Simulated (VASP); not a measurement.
# Bi (R-3m) in VASP: a series of runs, part 2 of 2

VASP 6.6.1. The steps go on from the part before.

### 3 Relaxation of cell and atoms, r2SCAN

This run uses another cell than the first one, of 35.88 Å³/atom.

The input, POSCAR:

```
Bi
1.0
    2.2354450467      1.2906347995      4.1453648247
   -2.2354450467      1.2906347995      4.1453648247
    0.0000000000     -2.5812695989      4.1453648247
Bi
2
Direct
    0.2275400000      0.2275400000      0.2275400000
    0.7724600000      0.7724600000      0.7724600000
```

The input, INCAR.step1:

```
  PREC = Accurate
  ENCUT = 600
  ISMEAR = 0
  SIGMA = 0.1
  LREAL = False
  LASPH = True
  NELM = 60
  GGA = PE
  ALGO = Normal
  EDIFF = 1E-4
  LWAVE = True
  LCHARG = False
```

The input, INCAR.step2:

```
  PREC = Accurate
  ENCUT = 600
  EDIFF = 1E-6
  ISMEAR = 0
  SIGMA = 0.1
  LREAL = False
  LASPH = True
  NELM = 60
  ALGO = Normal
  ISIF = 3
  LWAVE = False
  LCHARG = False
  METAGGA = R2SCAN
  LMIXTAU = True
  IBRION = 2
  NSW = 90
  EDIFFG = -0.04
  ISTART = 1
```

The input, KPOINTS:

```
regular mesh
0
Gamma
  6 6 6
```

Potentials or basis: VASP PAW PBE potentials, release 64 (Bi_d).

Launch:

```bash
$ cat potpaw_PBE.64/Bi_d/POTCAR > POTCAR
$ cp INCAR.step1 INCAR
$ mpirun -np 1 vasp_std > vasp.out
$ cp INCAR.step2 INCAR
$ mpirun -np 1 vasp_std > vasp.out
```

OUTCAR:

```text
PREC = Accurate
   ENCUT = 600
   EDIFF = 1E-6
   ISMEAR = 0
   LREAL = False
   LASPH = True
   NELM = 60
   ISIF = 3
   METAGGA = R2SCAN
   IBRION = 2
   NSW = 90
   EDIFFG = -0.04
   ISTART = 1

 ion  position               nearest neighbor table
   1  0.228  0.228  0.228-   2 2.99   2 2.99   2 2.99   2 3.69   2 3.69   2 3.69
   2  0.772  0.772  0.772-   1 2.99   1 2.99   1 2.99   1 3.69   1 3.69   1 3.69

  LATTYP: Found a trigonal (rhomboedric) cell.
 ALAT       =     4.8833392543
 COS(alpha) =     0.5808936906

  Lattice vectors:

 A1 = (   2.2354450467,   1.2906347995,   4.1453648247)
 A2 = (  -2.2354450467,   1.2906347995,   4.1453648247)
 A3 = (   0.0000000000,  -2.5812695989,   4.1453648247)

Analysis of symmetry for initial positions (statically):
=====================================================================
 Subroutine PRICEL returns:
 Original cell was already a primitive cell.

 Routine SETGRP: Setting up the symmetry group for a
 trigonal (rhombohedral) supercell.

 Subroutine GETGRP returns: Found 12 space group operations
 (whereof 12 operations were pure point group operations)
 out of a pool of 12 trial point group operations.

The static configuration has the point symmetry D_3d.

Analysis of symmetry for dynamics (positions and initial velocities):
=====================================================================
 Subroutine PRICEL returns:
 Original cell was already a primitive cell.

[... 157 lines left out ...]

 E-fermi :   6.0256     XC(G=0): -10.0526

 val. band max:        6.0218041254   @ k =   0.5000  -0.0000  -0.0000
 cond. band min:       6.6133751888   @ k =   0.3333   0.0000   0.0000
 fundamental gap:      0.5915710633
 Fermi energy:         6.0256221241

 k-point     1 :       0.0000    0.0000    0.0000
  band No.  band energies     occupation
      1     -17.6105      2.00000
      2     -17.6105      2.00000
      3     -17.4320      2.00000
      4     -17.4320      2.00000
      5     -17.3923      2.00000
      6     -17.2033      2.00000
[... 620 lines left out ...]
  FREE ENERGIE OF THE ION-ELECTRON SYSTEM (eV)
  ---------------------------------------------------
  free  energy   TOTEN  =      -117.0230723494 eV

  energy  without entropy=     -117.0213791657  energy(sigma->0) =     -117.02222576

[... ionic steps 4 to 7 ...]

--------------------------------------- Ionic step        8  -------------------------------------------

 number of electron      30.0000000 magnetization

------------------------ aborting loop because EDIFF is reached ----------------------------------------
[... 67 lines left out ...]
--------------------------------------- Ionic step       10  -------------------------------------------

 number of electron      29.9999999 magnetization

 Free energy of the ion-electron system (eV)
  ---------------------------------------------------
  ext. energy  EPLUGINS =         0.00000000
  ---------------------------------------------------
  free energy    TOTEN  =      -117.02820635 eV

  energy without entropy =     -117.02611604  energy(sigma->0) =     -117.02716119

 E-fermi :   5.6852     XC(G=0):  -9.9491

 val. band max:        5.6212236704   @ k =   0.3333   0.1667   0.1667
 cond. band min:       5.6979423438   @ k =   0.5000  -0.0000  -0.0000
 fundamental gap:      0.0767186734
 Fermi energy:         5.6852113122

 k-point     1 :       0.0000    0.0000    0.0000
  band No.  band energies     occupation
      1     -17.8315      2.00000
      2     -17.8315      2.00000
      3     -17.6770      2.00000
      4     -17.6770      2.00000
      5     -17.6555      2.00000
      6     -17.4868      2.00000
[... 548 lines left out ...]
  FREE ENERGIE OF THE ION-ELECTRON SYSTEM (eV)
  ---------------------------------------------------
  free  energy   TOTEN  =      -117.0282063467 eV

  energy  without entropy=     -117.0261160359  energy(sigma->0) =     -117.02716119

 reached required accuracy - stopping structural energy minimisation
```

OUTCAR.step1:

```text
PREC = Accurate
   ENCUT = 600
   ISMEAR = 0
   LREAL = False
   LASPH = True
[... 750 lines left out ...]
      0.00000      0.00000      2.82971         0.000000      0.000000      0.810328
      0.00000      0.00000      9.60639         0.000000     -0.000000     -0.810328
 -----------------------------------------------------------------------------------
    total drift:                               -0.000000      0.000000     -0.000000

  FREE ENERGIE OF THE ION-ELECTRON SYSTEM (eV)
  ---------------------------------------------------
  free  energy   TOTEN  =        -7.7219339364 eV

  energy  without entropy=       -7.7192983259  energy(sigma->0) =       -7.72061613
```

Wall time 39 min (1 thread of Intel Xeon 8259CL, shared host); peak memory 0.29 GiB.

What came out:

```yaml
Free_energy: -117.0282 eV
Relaxed_volume: 36.82 Å³/atom
Relaxed_cell: a = 4.891 Å, b = 4.891 Å, c = 4.891 Å, α = 55.27°, β = 55.27°, γ = 55.27°
Space_group_after_relaxing_to_0.1_Å: R-3m (No. 166)
Energy_gained_by_relaxing: 21.2 meV/atom
Ionic_steps: 10
Pressure_after_relaxing: -0.1 GPa
Largest_force_after_relaxing: 0.020 eV/Å
```

Forces in eV/Å, atoms in the order of the input:
```
Bi   0.000  0.000 -0.020
Bi   0.000  0.000  0.020
```

Step by step:
| step | energy change (eV) | largest force (eV/Å) | pressure (GPa) | volume (Å³) |
| --- | --- | --- | --- | --- |
| 1 | 0.0000 | 0.6493 | 2.54 | 71.76 |
| 2 | -0.0179 | 0.1791 | -1.94 | 77.82 |
| 3 | -0.0373 | 0.1430 | -0.26 | 75.17 |
| 4 | -0.0373 | 0.1529 | -0.21 | 75.10 |
| 5 | -0.0396 | 0.1042 | -0.11 | 74.68 |
| 6 | -0.0413 | 0.0269 | 0.02 | 73.99 |
| 7 | -0.0413 | 0.0114 | 0.05 | 73.87 |
| 8 | -0.0419 | 0.0102 | -0.07 | 73.88 |
| 9 | -0.0422 | 0.0369 | -0.21 | 73.89 |
| 10 | -0.0425 | 0.0204 | -0.10 | 73.65 |

Final structure:
```xyz
2
Lattice="2.2687 1.3098 4.1306 -2.2687 1.3098 4.1306 0.0000 -2.6197 4.1306" Properties=species:S:1:pos:R:3 pbc="T T T"
Bi    0.0000    0.0000    2.8651
Bi    0.0000    0.0000    9.5268
```

Levels at points of the mesh, in eV from the Fermi level:
```csv
k point,band 13,band 14,band 15,band 16,band 17,band 18
"(0.00, 0.00, 0.00)",-1.63,-1.13,-1.13,2.38,3.00,3.00
"(0.50, 0.00, 0.00)",-1.70,-1.38,-0.28,0.01,0.78,1.46
"(0.50, 0.50, 0.00)",-4.54,-3.00,-2.78,2.60,4.94,5.81
"(0.50, 0.50, 0.50)",-0.69,-0.61,-0.61,1.08,1.08,1.10
```

Caveat: the PAW data sets were made with another functional, which shifts forces and pressure a little; spin-orbit coupling is left out, which moves the levels of the heavy elements.
